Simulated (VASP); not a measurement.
# Nb (Pm-3m) in VASP: notebook, part 2 of 2

VASP 6.6.1. Earlier steps stand in the parts before.

### 3 Single point, PBE (volume scaled by 0.43)

The input, INCAR:

```
SYSTEM = Nb
PREC = Accurate
ENCUT = 520
EDIFF = 1E-7
ISMEAR = -1
SIGMA = 0.1
LREAL = .FALSE.
LASPH = .TRUE.
NELM = 100
ALGO = Normal
ISIF = 2
LWAVE = .FALSE.
LCHARG = .TRUE.
GGA = PE
LELF = .TRUE.
LVHAR = .TRUE.
NBANDS = 12
```

The input, KPOINTS:

```
Automatic mesh
0
G
  16 16 16
  0 0 0
```

The input, POSCAR:

```
Nb
1.0
    2.0544737014      0.0000000000      0.0000000000
    0.0000000000      2.0544737014      0.0000000000
    0.0000000000      0.0000000000      2.0544737014
Nb
1
Direct
    0.0000000000      0.0000000000      0.0000000000
```

Potentials or basis: VASP PAW PBE potentials, release 64 (Nb_sv).

On the command line:

```
$ cat potpaw_PBE.64/Nb_sv/POTCAR > POTCAR
$ mpirun -np 1 vasp_std > vasp.out
```

OUTCAR:

```text
SYSTEM = Nb
   PREC = Accurate
   ENCUT = 520
   EDIFF = 1E-7
   ISMEAR = -1
   LREAL = .FALSE.
   LASPH = .TRUE.
   NELM = 100
   ISIF = 2
   GGA = PE

 ion  position               nearest neighbor table
   1  0.000  0.000  0.000-

  LATTYP: Found a simple cubic cell.
 ALAT       =     2.0544737014

  Lattice vectors:

 A1 = (   2.0544737014,   0.0000000000,   0.0000000000)
 A2 = (   0.0000000000,   2.0544737014,   0.0000000000)
 A3 = (   0.0000000000,   0.0000000000,   2.0544737014)

Analysis of symmetry for initial positions (statically):
=====================================================================
 Subroutine PRICEL returns:
 Original cell was already a primitive cell.

 Routine SETGRP: Setting up the symmetry group for a
 simple cubic supercell.

 Subroutine GETGRP returns: Found 48 space group operations
 (whereof 48 operations were pure point group operations)
 out of a pool of 48 trial point group operations.

The static configuration has the point symmetry O_h .

Analysis of symmetry for dynamics (positions and initial velocities):
=====================================================================
 Subroutine PRICEL returns:
 Original cell was already a primitive cell.

 Routine SETGRP: Setting up the symmetry group for a
 simple cubic supercell.

 Subroutine GETGRP returns: Found 48 space group operations
 (whereof 48 operations were pure point group operations)
 out of a pool of 48 trial point group operations.

The dynamic configuration has the point symmetry O_h .

 Subroutine INISYM returns: Found 48 space group operations
 (whereof 48 operations are pure point group operations),
 and found     1 'primitive' translations

----------------------------------------------------------------------------------------

                                     Primitive cell

  volume of cell :       8.6717

  direct lattice vectors                    reciprocal lattice vectors
     2.054473701  0.000000000  0.000000000     0.486742663  0.000000000  0.000000000
     0.000000000  2.054473701  0.000000000     0.000000000  0.486742663  0.000000000
     0.000000000  0.000000000  2.054473701     0.000000000  0.000000000  0.486742663

  length of vectors
     2.054473701  2.054473701  2.054473701     0.486742663  0.486742663  0.486742663

  position of ions in fractional coordinates (direct lattice)
     0.000000000  0.000000000  0.000000000

  ion indices of the primitive-cell ions
   primitive index   ion index
                 1           1

----------------------------------------------------------------------------------------

 KPOINTS: Automatic mesh

Automatic generation of k-mesh.
 Grid dimensions read from file:
 generate k-points for:   16   16   16

 Generating k-lattice:

  Cartesian coordinates                     Fractional coordinates (reciprocal lattice)
     0.030421416  0.000000000  0.000000000     0.062500000  0.000000000  0.000000000
     0.000000000  0.030421416  0.000000000     0.000000000  0.062500000  0.000000000
     0.000000000  0.000000000  0.030421416     0.000000000  0.000000000  0.062500000

  Length of vectors
     0.030421416  0.030421416  0.030421416

  Shift w.r.t. Gamma in fractional coordinates (k-lattice)
     0.000000000  0.000000000  0.000000000

 Subroutine IBZKPT returns following result:
 ===========================================

 Found    165 irreducible k-points:

 Following reciprocal coordinates:
            Coordinates               Weight
  0.000000  0.000000  0.000000      1.000000
  0.062500  0.000000  0.000000      6.000000
  0.125000  0.000000  0.000000      6.000000
  0.187500  0.000000  0.000000      6.000000
  0.250000  0.000000  0.000000      6.000000
  0.312500  0.000000  0.000000      6.000000
[... 16 lines left out ...]
  0.437500  0.125000  0.000000     24.000000
  0.500000  0.125000  0.000000     12.000000
 [... further k-points ...]
   k-points           NKPTS =    165   k-points in BZ     NKDIM =    165   number of bands    NBANDS=     12
   number of dos      NEDOS =    301   number of ions     NIONS =      1
   total plane-waves  NPLWV =   4096
   dimension x,y,z NGX =    16 NGY =   16 NGZ =   16
   dimension x,y,z NGXF=    32 NGYF=   32 NGZF=   32
   ions per type =               1
   NGX,Y,Z   is equivalent  to a cutoff of  12.95, 12.95, 12.95 a.u.
   NGXF,Y,Z  is equivalent  to a cutoff of  25.89, 25.89, 25.89 a.u.
 SYSTEM =  Nb
   PREC   = accura    normal or accurate (medium, high low for compatibility)
   ISTART =      0    job   : 0-new  1-cont  2-samecut
   ICHARG =      2    charge: 1-file 2-atom 10-const
   ISPIN  =      1    spin polarized calculation?
   LNONCOLLINEAR =      F non collinear calculations
   LSORBIT =      F    spin-orbit coupling
   LASPH  =      T    aspherical Exc in radial PAW
   ENCUT  =  520.0 eV  38.22 Ry    6.18 a.u.   3.82  3.82  3.82*2*pi/ulx,y,z
   NELM   =    100;   NELMIN=  2; NELMDL= -5     # of ELM steps
   EDIFF  = 0.1E-06   stopping-criterion for ELM
   LREAL  =      F    real-space projection
   EDIFFG = 0.1E-05   stopping-criterion for IOM
   NSW    =      0    number of steps for IOM
   IBRION =     -1    ionic relax: 0-MD 1-quasi-New 2-CG
   NFREE  =      0    steps in history (QN), initial steepest desc. (CG)
   ISIF   =      2    stress and relaxation
   ISYM   =      2    0-nonsym 1-usesym 2-fastsym
   POTIM  = 0.5000    time-step for ionic-motion
   TEBEG  =    0.0;   TEEND  =   0.0 temperature during run
   PSTRESS=    0.0 pullay stress
   NELECT =      13.0000    total number of electrons
   NUPDOWN=      -1.0000    fix difference up-down
   EMIN   =  10.00;   EMAX   =-10.00  energy-range for DOS
   EFERMI =   0.00;   METHOD = LEGACY
   ISMEAR =    -1;   SIGMA  =   0.10  broadening in eV -4-tet -1-fermi 0-gaus
   EFERMI_NEDOS =   21; number of points for ismear=-14 and -15
   IALGO  =     38    algorithm
   IMIX   =      4    mixing-type and parameters
     AMIX     =   0.40;   BMIX     =  1.00
     AMIX_MAG =   1.60;   BMIX_MAG =  1.00
  volume/ion in A,a.u.               =       8.67        58.52
  Fermi-wavevector in a.u.,A,eV,Ry     =   1.873651  3.540687 47.764177  3.510568
  Thomas-Fermi vector in A             =   2.918759
   LORBIT       =      0    0 simple, 1 ext, 2 COOP (PROOUT), +10 PAW based schemes
   GGA     = PE    functional components
   LHFCALC =     F    Hartree Fock is set to
   AEXX    =    0.0000 exact exchange contribution
   IVDW    =     0    specifies the selected vdW correction
   LEPSILON=     F    determine dielectric tensor
   LRPA    =     F    only Hartree local field effects (RPA)
 non-spin polarized calculation
  energy-cutoff  :      520.00
  volume of cell :        8.67
 maximum number of plane-waves:       251
 NGX is ok and might be reduce to    16
   NGX =  7   NGY =  7   NGZ =  7

 number of electron      12.9999998 magnetization

 Free energy of the ion-electron system (eV)
  ---------------------------------------------------
  ext. energy  EPLUGINS =         0.00000000
  ---------------------------------------------------
  free energy    TOTEN  =         0.94698080 eV

  energy without entropy =        0.96950210  energy(sigma->0) =        0.95824145

 E-fermi :  25.9704     XC(G=0): -16.7021

 val. band max:       25.9533994349   @ k =   0.3750   0.1250   0.0625
 cond. band min:      26.0015517820   @ k =   0.3125   0.1875   0.1875
 fundamental gap:      0.0481523471
 Fermi energy:        25.9704196945

 k-point     1 :       0.0000    0.0000    0.0000
  band No.  band energies     occupation
      1     -33.2296      2.00000
      2      -2.2766      2.00000
      3      -2.2766      2.00000
      4      -2.2766      2.00000
      5      16.9862      2.00000
      6      16.9862      2.00000
      7      20.5908      2.00000
      8      37.9841      0.00000
      9      37.9841      0.00000
     10      37.9841      0.00000
     11      49.9845      0.00000
     12      49.9845      0.00000

 k-point     2 :       0.0625    0.0000    0.0000
  band No.  band energies     occupation
      1     -33.1539      2.00000
      2      -2.8425      2.00000
      3      -2.2306      2.00000
      4      -2.2306      2.00000
      5      17.0616      2.00000
      6      17.5494      2.00000
      7      20.9160      2.00000
      8      37.2511      0.00000
      9      37.2511      0.00000
     10      38.0297      0.00000
     11      48.9969      0.00000
     12      50.6306      0.00000
[... 316 lines left out ...]
 k-point    24 :       0.5000    0.1250    0.0000
  band No.  band energies     occupation
      1     -30.4719      2.00000
      2     -12.3452      2.00000
      3      -2.7571      2.00000
      4      -0.7768      2.00000
      5      20.7836      2.00000
      6      22.5190      2.00000
      7      26.2486      0.11664
      8      27.8660      0.00000
      9      32.5813      0.00000
     10      37.2410      0.00000
     11      42.4450      0.00000
     12      47.9078      0.00000

 [... further k-points ...]
[... 5 lines left out ...]
  --------------------------------------------------------------------------------------
  -------------------------------------------------------------------------------------
  Total       31.7918547     31.7918547     31.7918547      0.0000000      0.0000000      0.0000000
  in kB     5873.8748278   5873.8748278   5873.8748278      0.0000000      0.0000000      0.0000000
  external PRESSURE =    5873.8748278 kB  Pullay stress =       0.0000000 kB

 VOLUME and BASIS-vectors are now :
 -----------------------------------------------------------------------------
  energy-cutoff  :      520.00
  volume of cell :        8.67
      direct lattice vectors                 reciprocal lattice vectors
     2.054473701  0.000000000  0.000000000     0.486742663  0.000000000  0.000000000
     0.000000000  2.054473701  0.000000000     0.000000000  0.486742663  0.000000000
     0.000000000  0.000000000  2.054473701     0.000000000  0.000000000  0.486742663

 POSITION                                       TOTAL-FORCE (eV/Angst)
 -----------------------------------------------------------------------------------
      0.00000      0.00000      0.00000         0.000000      0.000000      0.000000
 -----------------------------------------------------------------------------------
    total drift:                                0.000000      0.000000     -0.000000

  FREE ENERGIE OF THE ION-ELECTRON SYSTEM (eV)
  ---------------------------------------------------
  free  energy   TOTEN  =         0.9469808046 eV

  energy  without entropy=        0.9695021040  energy(sigma->0) =        0.95824145
```

Run time: 15 s. Hardware: 1 thread of AMD EPYC 7R43 (Zen 3), shared host; peak memory 0.09 GiB.

What came out:

```
Free energy : 0.9470 eV
Pressure    : 587.4 GPa
```
